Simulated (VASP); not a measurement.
# ScCu3 (Fm-3m) in VASP: notebook

Runs on ScCu3. Level: LDA. Tasks: single point, relaxation of volume and atoms at fixed shape.

Everything below comes from runs of VASP 6.6.1. Logs are shortened: lines on timing, memory, paths and dates and some standing lists are left out, and cuts for length are marked.

## (1) The cell of the first run

The structure is cubic, space group Fm-3m (No. 225). The conventional cell has a = 5.944 Å, b = 5.944 Å, c = 5.944 Å, α = 90.00°, β = 90.00°, γ = 90.00°. Sc (site symmetry m-3m) has 14 Cu at 2.57 to 2.97 Å within 3.4 Å. Cu (site symmetry m-3m) has 8 Cu at 2.57 Å and 6 Sc at 2.97 Å within 3.4 Å. Within 3.4 Å of Cu (site symmetry -43m) lie 4 Sc at 2.57 Å and 10 Cu at 2.57 to 2.97 Å.

## (2) Single point, LDA

INCAR

```
SYSTEM = ScCu3
PREC = Accurate
ENCUT = 600
EDIFF = 1E-6
ISMEAR = 0
SIGMA = 0.1
LREAL = .False.
LASPH = .True.
NELM = 120
ALGO = Normal
ISIF = 2
LWAVE = .False.
LCHARG = .False.
NBANDS = 30
GGA_COMPAT = .False.
```

KPOINTS

```
regular mesh
0
Gamma
  7 7 7
  0 0 0
```

POSCAR

```
ScCu3
1.0
    0.0000000000      2.9719226067      2.9719226067
    2.9719226067      0.0000000000      2.9719226067
    2.9719226067      2.9719226067      0.0000000000
Sc Cu
1 3
Direct
    0.0000000000      0.0000000000      0.0000000000
    0.5000000000      0.5000000000      0.5000000000
    0.2500000000      0.2500000000      0.2500000000
    0.7500000000      0.7500000000      0.7500000000
```

Potentials or basis: VASP PAW LDA potentials, release 64 (Sc_sv, Cu).

Started as:

```sh
> cat potpaw_LDA.64/Sc_sv/POTCAR potpaw_LDA.64/Cu/POTCAR > POTCAR
> mpirun -np 1 vasp_std > vasp.out
```

OUTCAR:

```text
SYSTEM = ScCu3
   PREC = Accurate
   ENCUT = 600
   EDIFF = 1E-6
   ISMEAR = 0
   LREAL = .False.
   LASPH = .True.
   NELM = 120
   ISIF = 2

 ion  position               nearest neighbor table
   1  0.000  0.000  0.000-   4 2.57   4 2.57   4 2.57   3 2.57   4 2.57   3 2.57   3 2.57   3 2.57
                             2 2.97   2 2.97   2 2.97   2 2.97   2 2.97   2 2.97
   2  0.500  0.500  0.500-   3 2.57   3 2.57   3 2.57   3 2.57   4 2.57   4 2.57   4 2.57   4 2.57
                             1 2.97   1 2.97   1 2.97   1 2.97   1 2.97   1 2.97
   3  0.250  0.250  0.250-   1 2.57   1 2.57   1 2.57   1 2.57   2 2.57   2 2.57   2 2.57   2 2.57

   4  0.750  0.750  0.750-   2 2.57   2 2.57   2 2.57   1 2.57   2 2.57   1 2.57   1 2.57   1 2.57

  LATTYP: Found a face centered cubic cell.
 ALAT       =     5.9438452134

  Lattice vectors:

 A1 = (   0.0000000000,   2.9719226067,   2.9719226067)
 A2 = (   2.9719226067,   0.0000000000,   2.9719226067)
 A3 = (   2.9719226067,   2.9719226067,   0.0000000000)

Analysis of symmetry for initial positions (statically):
=====================================================================
 Subroutine PRICEL returns:
 Original cell was already a primitive cell.

 Routine SETGRP: Setting up the symmetry group for a
 face centered cubic supercell.

 Subroutine GETGRP returns: Found 48 space group operations
 (whereof 48 operations were pure point group operations)
 out of a pool of 48 trial point group operations.

The static configuration has the point symmetry O_h .

Analysis of symmetry for dynamics (positions and initial velocities):
=====================================================================
 Subroutine PRICEL returns:
 Original cell was already a primitive cell.

 Routine SETGRP: Setting up the symmetry group for a
 face centered cubic supercell.

 Subroutine GETGRP returns: Found 48 space group operations
 (whereof 48 operations were pure point group operations)
 out of a pool of 48 trial point group operations.

The dynamic configuration has the point symmetry O_h .

 Subroutine INISYM returns: Found 48 space group operations
 (whereof 48 operations are pure point group operations),
 and found     1 'primitive' translations

----------------------------------------------------------------------------------------

                                     Primitive cell

  volume of cell :      52.4980

  direct lattice vectors                    reciprocal lattice vectors
     0.000000000  2.971922607  2.971922607    -0.168241259  0.168241259  0.168241259
[... 86 lines left out ...]
   LREAL  =      F    real-space projection
   EDIFFG = 0.1E-04   stopping-criterion for IOM
   NSW    =      0    number of steps for IOM
   IBRION =     -1    ionic relax: 0-MD 1-quasi-New 2-CG
   NFREE  =      0    steps in history (QN), initial steepest desc. (CG)
   ISIF   =      2    stress and relaxation
   ISYM   =      2    0-nonsym 1-usesym 2-fastsym
   POTIM  = 0.5000    time-step for ionic-motion
   TEBEG  =    0.0;   TEEND  =   0.0 temperature during run
   PSTRESS=    0.0 pullay stress
   NELECT =      44.0000    total number of electrons
   NUPDOWN=      -1.0000    fix difference up-down
   EMIN   =  10.00;   EMAX   =-10.00  energy-range for DOS
   EFERMI =   0.00;   METHOD = LEGACY
   ISMEAR =     0;   SIGMA  =   0.10  broadening in eV -4-tet -1-fermi 0-gaus
   EFERMI_NEDOS =   21; number of points for ismear=-14 and -15
   IALGO  =     38    algorithm
   IMIX   =      4    mixing-type and parameters
     AMIX     =   0.40;   BMIX     =  1.00
     AMIX_MAG =   1.60;   BMIX_MAG =  1.00
  volume/ion in A,a.u.               =      13.12        88.57
  Fermi-wavevector in a.u.,A,eV,Ry     =   1.543518  2.916825 32.415150  2.382446
  Thomas-Fermi vector in A             =   2.649169
   LORBIT       =      0    0 simple, 1 ext, 2 COOP (PROOUT), +10 PAW based schemes
   GGA     = CA    functional components
   LHFCALC =     F    Hartree Fock is set to
   AEXX    =    0.0000 exact exchange contribution
   IVDW    =     0    specifies the selected vdW correction
   LEPSILON=     F    determine dielectric tensor
   LRPA    =     F    only Hartree local field effects (RPA)
 non-spin polarized calculation
 Gauss-broadening in eV      SIGMA  =   0.10
  energy-cutoff  :      600.00
  volume of cell :       52.50
 maximum number of plane-waves:      1807
 NGX is ok and might be reduce to    36
   NGX = 17   NGY = 17   NGZ = 17

 number of electron      43.9999972 magnetization

 Free energy of the ion-electron system (eV)
  ---------------------------------------------------
  ext. energy  EPLUGINS =         0.00000000
  ---------------------------------------------------
  free energy    TOTEN  =       -21.44157857 eV

  energy without entropy =      -21.42788066  energy(sigma->0) =      -21.43472962

 E-fermi :   7.0672     XC(G=0): -12.6869

 val. band max:        7.0122746633   @ k =   0.1429   0.0000   0.0000
 cond. band min:       7.0959415407   @ k =  -0.4286   0.4286   0.0000
 fundamental gap:      0.0836668775
 Fermi energy:         7.0672014077

 k-point     1 :       0.0000    0.0000    0.0000
  band No.  band energies     occupation
      1     -41.4864      2.00000
      2     -20.5245      2.00000
      3     -20.5245      2.00000
      4     -20.5245      2.00000
      5      -1.4447      2.00000
      6       2.3829      2.00000
[... 649 lines left out ...]
     29      14.5446      0.00000
     30      16.4932      0.00000

------------------------ aborting loop because EDIFF is reached ----------------------------------------

  FORCE on cell =-STRESS in cart. coord.  units (eV):
  Direction    XX          YY          ZZ          XY          YZ          ZX
  --------------------------------------------------------------------------------------
  -------------------------------------------------------------------------------------
  Total        0.2901703      0.2901703      0.2901703     -0.0000000      0.0000000      0.0000000
  in kB        8.8556612      8.8556612      8.8556612     -0.0000000      0.0000000      0.0000000
  external PRESSURE =       8.8556612 kB  Pullay stress =       0.0000000 kB

 VOLUME and BASIS-vectors are now :
 -----------------------------------------------------------------------------
  energy-cutoff  :      600.00
  volume of cell :       52.50
      direct lattice vectors                 reciprocal lattice vectors
     0.000000000  2.971922607  2.971922607    -0.168241259  0.168241259  0.168241259
     2.971922607  0.000000000  2.971922607     0.168241259 -0.168241259  0.168241259
     2.971922607  2.971922607  0.000000000     0.168241259  0.168241259 -0.168241259

 POSITION                                       TOTAL-FORCE (eV/Angst)
 -----------------------------------------------------------------------------------
      0.00000      0.00000      0.00000         0.000000     -0.000000     -0.000000
      2.97192      2.97192      2.97192        -0.000000     -0.000000     -0.000000
      1.48596      1.48596      1.48596        -0.000000     -0.000000     -0.000000
      4.45788      4.45788      4.45788         0.000000      0.000000      0.000000
 -----------------------------------------------------------------------------------
    total drift:                                0.000000      0.000000      0.000000

  FREE ENERGIE OF THE ION-ELECTRON SYSTEM (eV)
  ---------------------------------------------------
  free  energy   TOTEN  =       -21.4415785707 eV

  energy  without entropy=      -21.4278806610  energy(sigma->0) =      -21.43472962
```

OSZICAR:

```text
N       E                     dE             d eps       ncg     rms          rms(c)
DAV:   1     0.407075485212E+03    0.40708E+03   -0.20741E+04  1216   0.257E+03
DAV:   2     0.141943784341E+02   -0.39288E+03   -0.38275E+03  1200   0.505E+02
DAV:   3    -0.246658561510E+02   -0.38860E+02   -0.36968E+02  1522   0.209E+02
DAV:   4    -0.257255664396E+02   -0.10597E+01   -0.10494E+01  1732   0.412E+01
DAV:   5    -0.257486141781E+02   -0.23048E-01   -0.23042E-01  1788   0.539E+00    0.194E+01
DAV:   6    -0.248443286858E+02    0.90429E+00   -0.47968E+01  1374   0.148E+02    0.118E+01
DAV:   7    -0.214285322649E+02    0.34158E+01   -0.12283E+01  1522   0.866E+01    0.149E+00
DAV:   8    -0.215284602797E+02   -0.99928E-01   -0.16859E+00  1714   0.285E+01    0.261E+00
DAV:   9    -0.214693980281E+02    0.59062E-01   -0.26557E-01  1428   0.191E+01    0.142E+00
DAV:  10    -0.214452475428E+02    0.24150E-01   -0.15255E-01  1924   0.763E+00    0.308E-01
DAV:  11    -0.214415782388E+02    0.36693E-02   -0.12866E-02  1892   0.242E+00    0.722E-02
DAV:  12    -0.214415722057E+02    0.60331E-05   -0.11387E-03  1548   0.836E-01    0.358E-02
DAV:  13    -0.214415769051E+02   -0.46994E-05   -0.20113E-04  1358   0.357E-01    0.816E-03
DAV:  14    -0.214415788413E+02   -0.19363E-05   -0.25505E-05  1680   0.684E-02    0.573E-03
DAV:  15    -0.214415785707E+02    0.27061E-06   -0.81801E-07   766   0.137E-02
   1 F= -.21441579E+02 E0= -.21434730E+02  d E =-.136979E-01
```

Wall time 52 s (1 thread of Intel Xeon 6975P-C (Granite Rapids), shared host); peak memory 0.18 GiB.

What came out:

* Free energy: -21.4416 eV
* Pressure: 0.9 GPa
* Band gap on the k mesh: zero (band 22 reaches 7.74 eV, above the bottom of band 23 at 6.40 eV)

## (3) Relaxation of volume and atoms at fixed shape, LDA

This run uses another cell than the first one, of 13.96 Å³/atom, 1.063 times its volume.

INCAR

```
SYSTEM = ScCu3
PREC = Accurate
ENCUT = 600
EDIFF = 1E-7
ISMEAR = 0
SIGMA = 0.1
LREAL = .False.
LASPH = .True.
NELM = 120
ALGO = Normal
ISIF = 8
LWAVE = .False.
LCHARG = .False.
GGA = CA
IBRION = 2
NSW = 60
EDIFFG = -0.03
GGA_COMPAT = .False.
NELMIN = 4
```

KPOINTS

```
Automatic mesh
0
Gamma
  7 7 7
  0 0 0
```

POSCAR

```
ScCu3
1.0
    0.0000000000      3.0334720000      3.0334720000
    3.0334720000      0.0000000000      3.0334720000
    3.0334720000      3.0334720000      0.0000000000
Sc Cu
1 3
Direct
    0.0000000000      0.0000000000      0.0000000000
    0.5000000000      0.5000000000      0.5000000000
    0.2500000000      0.2500000000      0.2500000000
    0.7500000000      0.7500000000      0.7500000000
```

Potentials or basis: VASP PAW LDA potentials, release 64 (Sc_sv, Cu).

Started as:

```sh
> cat potpaw_LDA.64/Sc_sv/POTCAR potpaw_LDA.64/Cu/POTCAR > POTCAR
> mpirun -np 1 vasp_std > vasp.out
```

It took 2.6 min on 1 thread of Intel Xeon 6975P-C (Granite Rapids), shared host; peak memory 0.19 GiB.

The run converged. Its results:

```
Free energy                            : -21.4434 eV
Relaxed volume                         : 13.21 Å³/atom
Relaxed cell                           : a = 4.212 Å, b = 4.212 Å, c = 4.212 Å, α = 60.00°, β = 60.00°, γ = 60.00°
Space group after relaxing (to 0.05 Å) : Fm-3m (No. 225)
Energy gained by relaxing              : 15.9 meV/atom
Ionic steps                            : 3
Pressure after relaxing                : 0.0 GPa
Band gap on the k mesh                 : zero (band 22 reaches 7.67 eV, above the bottom of band 23 at 6.34 eV)
```

Step by step:
| step | energy change (eV) | largest force (eV/Å) | pressure (GPa) | volume (Å³) |
| --- | --- | --- | --- | --- |
| 1 | 0.0000 | 0.0000 | -6.48 | 55.83 |
| 2 | -0.0465 | 0.0000 | 3.92 | 51.39 |
| 3 | -0.0638 | 0.0000 | 0.01 | 52.83 |

Final structure:
```xyz
4
Lattice="0.0000 2.9782 2.9782 2.9782 0.0000 2.9782 2.9782 2.9782 0.0000" Properties=species:S:1:pos:R:3 pbc="T T T"
Sc    0.0000    0.0000    0.0000
Cu    2.9782    2.9782    2.9782
Cu    1.4891    1.4891    1.4891
Cu    4.4674    4.4674    4.4674
```

Levels at points of the mesh, in eV from the Fermi level:
| k point | band 19 | band 20 | band 21 | band 22 | band 23 | band 24 | band 25 | band 26 |
| --- | --- | --- | --- | --- | --- | --- | --- | --- |
| (0.00, 0.00, 0.00) | -2.48 | -2.48 | 0.67 | 0.67 | 0.67 | 2.69 | 2.69 | 5.41 |
